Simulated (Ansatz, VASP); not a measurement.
**One calculation of Si2C, two programs**

Contents of INCAR:

```
SYSTEM = Si2C
  ALGO = Normal
  EDIFF = 1E-6
  EDIFFG = -0.04
  ENCUT = 600
  GGA = PE
  IBRION = 2
  ISIF = 3
  ISMEAR = 0
  LASPH = .TRUE.
  LCHARG = .FALSE.
  LREAL = .FALSE.
  LWAVE = .FALSE.
  NELM = 60
  NSW = 90
  PREC = Accurate
  SIGMA = 0.1
```

File KPOINTS:

```
k-points
0
G
  6 6 2
  0 0 0
```

Contents of POSCAR:

```
Si2C
1.0
    3.6814050100      0.0000000000      0.0000000000
   -1.8407025000      3.1881902600      0.0000000000
    0.0000000000      0.0000000000      7.5236202100
Si C
4 2
Direct
    0.5000000000      0.0000000000      0.5000000000
    0.0000000000      0.5000000000      0.5000000000
    0.5000000000      0.5000000000      0.5000000000
    0.0000000000      0.0000000000      0.0000000000
    0.0000000000      0.0000000000      0.1832895100
    0.0000000000      0.0000000000      0.8167104900
```

Input for Ansatz:

```yaml
crystal:
  lattice:
    - [3.68140501, 0.0, 0.0]
    - [-1.8407025, 3.18819026, 0.0]
    - [0.0, 0.0, 7.52362021]
  atoms:
    - { symbol: Si, position: [0.5, 0.0, 0.5] }
    - { symbol: Si, position: [0.0, 0.5, 0.5] }
    - { symbol: Si, position: [0.5, 0.5, 0.5] }
    - { symbol: Si, position: [0.0, 0.0, 0.0] }
    - { symbol: C, position: [0.0, 0.0, 0.18328951] }
    - { symbol: C, position: [0.0, 0.0, 0.81671049] }
basis:
  ecutwfc: 420
kpoints:
  mp_grid: { grid: [6, 6, 2] }
hamiltonian:
  xc: pbe
scf:
  occupations: { method: gaussian, width: 0.1 }
  lower_state_search: "off"
output:
  forces: true
  stress: true
  eigenvalues: true
relax:
  adjacent_minimum: "off"
  f_tol: 0.04
  max_steps: 70
  cell: { stress_tol: 0.4 }
```

Alike in both runs: task relaxation of cell and atoms; functional PBE; k mesh 6 × 6 × 2; occupations gaussian, width 0.1 eV; no spin polarisation.

|  | VASP | Ansatz |
| --- | --- | --- |
| version | VASP 6.6.1 | Ansatz 0.2.0 |
| potentials or method | VASP PAW PBE potentials, release 64 (Si, C), cutoff 600 eV | scalar-relativistic, plane waves, PAW |
| valence electrons in the cell | 24 | 24 |

|  | VASP | Ansatz | Ansatz less VASP |
| --- | --- | --- | --- |
| gap on the k mesh at the Fermi level, each at its own relaxed structure (eV) | none | none | - |
| relaxed volume (Å³/atom) | 18.95 | 19.05 | +0.106 |
| relaxed cell length with the largest relative difference (Å) | 4.703 | 4.720 | +0.0170 |

A gap of «none» marks a metal or a gap that the smearing closes.

The k mesh is coarse, so the values compare programs but aren't converged. Noted on VASP's run: the volume moved by over 15 % at a fixed basis, so the end points are rough.
